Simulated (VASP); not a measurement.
# PtS2 (P-3m1) in VASP: settings compared, part 2 of 2

VASP 6.6.1. Earlier steps stand in the parts before.

### 6 Single point, PBEsol

This run uses another cell than the first one, of 18.26 Å³/atom, 1.042 times its volume.

INCAR reads:

```
PREC = Accurate
ENCUT = 520
EDIFF = 1E-6
ISMEAR = -1
SIGMA = 0.05
LREAL = F
LASPH = T
NELM = 100
ALGO = Normal
ISIF = 2
LWAVE = F
LCHARG = F
GGA = PS
NBANDS = 18
```

KPOINTS reads:

```
Automatic mesh
0
Gamma
  7 7 4
```

POSCAR reads:

```
PtS2
1.0
    3.5432000000      0.0000000000      0.0000000000
   -1.7716000000      3.0685012107      0.0000000000
    0.0000000000      0.0000000000      5.0388000000
Pt S
1 2
Direct
    0.0000000000      0.0000000000      0.0000000000
    0.6666666667      0.3333333333      0.7730000000
    0.3333333333      0.6666666667      0.2270000000
```

Potentials or basis: VASP PAW PBE potentials, release 64 (Pt, S).

Run with:

```console
> cat potpaw_PBE.64/Pt/POTCAR potpaw_PBE.64/S/POTCAR > POTCAR
> mpirun -np 1 vasp_std > vasp.out
```

OUTCAR:

```text
PREC = Accurate
   ENCUT = 520
   EDIFF = 1E-6
   ISMEAR = -1
   LREAL = F
   LASPH = T
   NELM = 100
   ISIF = 2
   GGA = PS

 ion  position               nearest neighbor table
   1  0.000  0.000  0.000-   2 2.34   3 2.34   2 2.34   3 2.34   2 2.34   3 2.34
   2  0.667  0.333  0.773-   1 2.34   1 2.34   1 2.34
   3  0.333  0.667  0.227-   1 2.34   1 2.34   1 2.34

  LATTYP: Found a hexagonal cell.
 ALAT       =     3.5432000000
 C/A-ratio  =     1.4221043125

  Lattice vectors:

 A1 = (   3.5432000000,   0.0000000000,   0.0000000000)
 A2 = (  -1.7716000000,   3.0685012107,   0.0000000000)
 A3 = (   0.0000000000,   0.0000000000,   5.0388000000)

Analysis of symmetry for initial positions (statically):
=====================================================================
 Subroutine PRICEL returns:
 Original cell was already a primitive cell.

 Routine SETGRP: Setting up the symmetry group for a
 hexagonal supercell.

 Subroutine GETGRP returns: Found 12 space group operations
 (whereof 12 operations were pure point group operations)
 out of a pool of 24 trial point group operations.

The static configuration has the point symmetry D_3d.

Analysis of symmetry for dynamics (positions and initial velocities):
=====================================================================
 Subroutine PRICEL returns:
 Original cell was already a primitive cell.

 Routine SETGRP: Setting up the symmetry group for a
 hexagonal supercell.

 Subroutine GETGRP returns: Found 12 space group operations
 (whereof 12 operations were pure point group operations)
 out of a pool of 24 trial point group operations.

The dynamic configuration has the point symmetry D_3d.

[... 107 lines left out ...]
   ISYM   =      2    0-nonsym 1-usesym 2-fastsym
   POTIM  = 0.5000    time-step for ionic-motion
   TEBEG  =    0.0;   TEEND  =   0.0 temperature during run
   PSTRESS=    0.0 pullay stress
   NELECT =      22.0000    total number of electrons
   NUPDOWN=      -1.0000    fix difference up-down
   EMIN   =  10.00;   EMAX   =-10.00  energy-range for DOS
   EFERMI =   0.00;   METHOD = LEGACY
   ISMEAR =    -1;   SIGMA  =   0.05  broadening in eV -4-tet -1-fermi 0-gaus
   EFERMI_NEDOS =   21; number of points for ismear=-14 and -15
   IALGO  =     38    algorithm
   IMIX   =      4    mixing-type and parameters
     AMIX     =   0.40;   BMIX     =  1.00
     AMIX_MAG =   1.60;   BMIX_MAG =  1.00
  volume/ion in A,a.u.               =      18.26       123.23
  Fermi-wavevector in a.u.,A,eV,Ry     =   1.207812  2.282434 19.848315  1.458810
  Thomas-Fermi vector in A             =   2.343439
   LORBIT       =      0    0 simple, 1 ext, 2 COOP (PROOUT), +10 PAW based schemes
   GGA     = PS    functional components
   LHFCALC =     F    Hartree Fock is set to
   AEXX    =    0.0000 exact exchange contribution
   IVDW    =     0    specifies the selected vdW correction
   LEPSILON=     F    determine dielectric tensor
   LRPA    =     F    only Hartree local field effects (RPA)
 non-spin polarized calculation
  energy-cutoff  :      520.00
  volume of cell :       54.78
 maximum number of plane-waves:      1507
 NGX is ok and might be reduce to    28
   NGX = 13   NGY = 13   NGZ = 19

 number of electron      22.0000000 magnetization

 Free energy of the ion-electron system (eV)
  ---------------------------------------------------
  ext. energy  EPLUGINS =         0.00000000
  ---------------------------------------------------
  free energy    TOTEN  =       -16.92870996 eV

  energy without entropy =      -16.92867495  energy(sigma->0) =      -16.92869245

 E-fermi :   7.0118     XC(G=0): -10.7672

 val. band max:        6.6049808463   @ k =   0.0000   0.1429   0.2500
 cond. band min:       7.3810334714   @ k =   0.0000   0.2857   0.2500
 fundamental gap:      0.7760526251
 Fermi energy:         7.0118354090

 k-point     1 :       0.0000    0.0000    0.0000
  band No.  band energies     occupation
      1      -8.9279      2.00000
      2      -5.6380      2.00000
      3      -0.4254      2.00000
      4      -0.4254      2.00000
      5      -0.3120      2.00000
      6       2.6493      2.00000
[... 481 lines left out ...]
      5       0.8966      2.00000
      6       1.9903      2.00000
[... 10 lines left out ...]
     17      16.8639      0.00000
     18      17.0505      0.00000

 [... further k-points ...]
[... 5 lines left out ...]
  --------------------------------------------------------------------------------------
  -------------------------------------------------------------------------------------
  Total        2.1505182      2.1505182      1.9725404      0.0000000     -0.0000000      0.0000000
  in kB       62.8933339     62.8933339     57.6882536      0.0000000     -0.0000000      0.0000000
  external PRESSURE =      61.1583071 kB  Pullay stress =       0.0000000 kB

 VOLUME and BASIS-vectors are now :
 -----------------------------------------------------------------------------
  energy-cutoff  :      520.00
  volume of cell :       54.78
      direct lattice vectors                 reciprocal lattice vectors
     3.543200000  0.000000000  0.000000000     0.282230752  0.162946001  0.000000000
    -1.771600000  3.068501211  0.000000000     0.000000000  0.325892001  0.000000000
     0.000000000  0.000000000  5.038800000     0.000000000  0.000000000  0.198459951

 POSITION                                       TOTAL-FORCE (eV/Angst)
 -----------------------------------------------------------------------------------
      0.00000      0.00000      0.00000        -0.000000     -0.000000      0.000000
      1.77160      1.02283      3.89499        -0.000000     -0.000000     -0.929539
     -0.00000      2.04567      1.14381         0.000000      0.000000      0.929539
 -----------------------------------------------------------------------------------
    total drift:                                0.000000     -0.000000      0.000000

  FREE ENERGIE OF THE ION-ELECTRON SYSTEM (eV)
  ---------------------------------------------------
  free  energy   TOTEN  =       -16.9287099616 eV

  energy  without entropy=      -16.9286749476  energy(sigma->0) =      -16.92869245
```

OSZICAR:

```text
N       E                     dE             d eps       ncg     rms          rms(c)
DAV:   1     0.110271861142E+03    0.11027E+03   -0.10627E+04  1024   0.110E+03
DAV:   2    -0.129547065545E+02   -0.12323E+03   -0.11909E+03  1224   0.220E+02
DAV:   3    -0.182796870592E+02   -0.53250E+01   -0.52906E+01  1282   0.467E+01
DAV:   4    -0.183343007497E+02   -0.54614E-01   -0.54583E-01  1284   0.522E+00
DAV:   5    -0.183352001065E+02   -0.89936E-03   -0.89927E-03  1300   0.650E-01    0.202E+01
DAV:   6    -0.171639770375E+02    0.11712E+01   -0.61547E+00  1056   0.239E+01    0.124E+01
DAV:   7    -0.169627456148E+02    0.20123E+00   -0.10864E+00  1058   0.106E+01    0.605E+00
DAV:   8    -0.169318405106E+02    0.30905E-01   -0.62487E-02  1116   0.190E+00    0.110E+00
DAV:   9    -0.169285551374E+02    0.32854E-02   -0.89036E-03  1160   0.926E-01    0.217E-01
DAV:  10    -0.169286911423E+02   -0.13600E-03   -0.11896E-03  1246   0.228E-01    0.103E-01
DAV:  11    -0.169287107340E+02   -0.19592E-04   -0.49614E-05  1274   0.652E-02    0.343E-02
DAV:  12    -0.169287094249E+02    0.13090E-05   -0.10657E-05  1168   0.322E-02    0.833E-03
DAV:  13    -0.169287099616E+02   -0.53666E-06   -0.12556E-06   880   0.803E-03
   1 F= -.16928710E+02 E0= -.16928692E+02  d E =-.350141E-04
```

stdout:

```text
POSCAR found type information on POSCAR PtS
 POSCAR found :  2 types and       3 ions
 scaLAPACK will be used
 -----------------------------------------------------------------------------
|                                                                             |
|                                                                             |
|     You enforced a specific xc type in the INCAR file but a different       |
|     I HOPE YOU KNOW WHAT YOU ARE DOING!                                     |
|                                                                             |
 -----------------------------------------------------------------------------

 LDA part: xc-table for (Slater+PW92), standard interpolation
 POSCAR, INCAR and KPOINTS ok, starting setup
 FFT: planning ... GRIDC
 FFT: planning ... GRID_SOFT
 FFT: planning ... GRID
 WAVECAR not read
 entering main loop
```

Wall time 22 s (1 thread of AMD EPYC 7R13 (Zen 3), shared host); peak memory 0.16 GiB.

What came out:

```
Free energy            : -16.9287 eV
Pressure               : 6.1 GPa
Largest force          : 0.930 eV/Å
Band gap on the k mesh : 0.78 eV, indirect (least direct gap 0.95 eV)
```

Forces on the atoms (eV/Å):
```
Pt   0.000  0.000  0.000
S    0.000  0.000 -0.930
S    0.000  0.000  0.930
```

Levels at points of the mesh, in eV from the valence-band top:
| k point | band 9 | band 10 | band 11 | band 12 | band 13 | band 14 |
| --- | --- | --- | --- | --- | --- | --- |
| (0.00, 0.00, 0.00) | -1.09 | -1.09 | -0.07 | 2.50 | 2.50 | 4.71 |
| (0.00, 0.00, 0.50) | -1.27 | -1.27 | -0.87 | 2.98 | 2.98 | 5.40 |

Caveat: the PAW data sets were made with another functional, which shifts forces and pressure a little; spin-orbit coupling is left out, which moves the levels of the heavy elements. A k mesh can miss the band edges.

### 7 Overview

| level | cell | k mesh | gap on the mesh (eV) | pressure (GPa) | largest force (eV/Å) |
| --- | --- | --- | --- | --- | --- |
| r2SCAN | a = 3.495, b = 3.495, c = 4.971 Å, angles 90.0, 90.0, 120.0°, 3 atoms | 7 × 7 × 5 | 1.09 | 17.2 | 1.89 |
| r2SCAN | a = 3.519, b = 3.519, c = 5.005 Å, angles 90.0, 90.0, 120.0°, 3 atoms | 7 × 7 × 5 | 1.07 | 13.0 | 1.54 |
| r2SCAN | a = 3.543, b = 3.543, c = 5.039 Å, angles 90.0, 90.0, 120.0°, 3 atoms | 7 × 7 × 5 | 1.05 | 9.2 | 1.21 |
| r2SCAN | a = 3.567, b = 3.567, c = 5.072 Å, angles 90.0, 90.0, 120.0°, 3 atoms | 7 × 7 × 5 | 1.03 | 5.9 | 0.91 |
| PBEsol | a = 3.543, b = 3.543, c = 5.039 Å, angles 90.0, 90.0, 120.0°, 3 atoms | 7 × 7 × 4 | 0.78 | 6.1 | 0.93 |

Alike in all rows: task single point; potentials or basis VASP PAW PBE potentials, release 64 (Pt, S); no spin polarisation; cutoff (eV) 520; smearing fermi-dirac 0.05 eV.

Caveats: the PAW data sets were made with another functional, which shifts forces and pressure a little; spin-orbit coupling is left out, which moves the levels of the heavy elements.

Absolute energies hang on the potentials; compare differences alone.
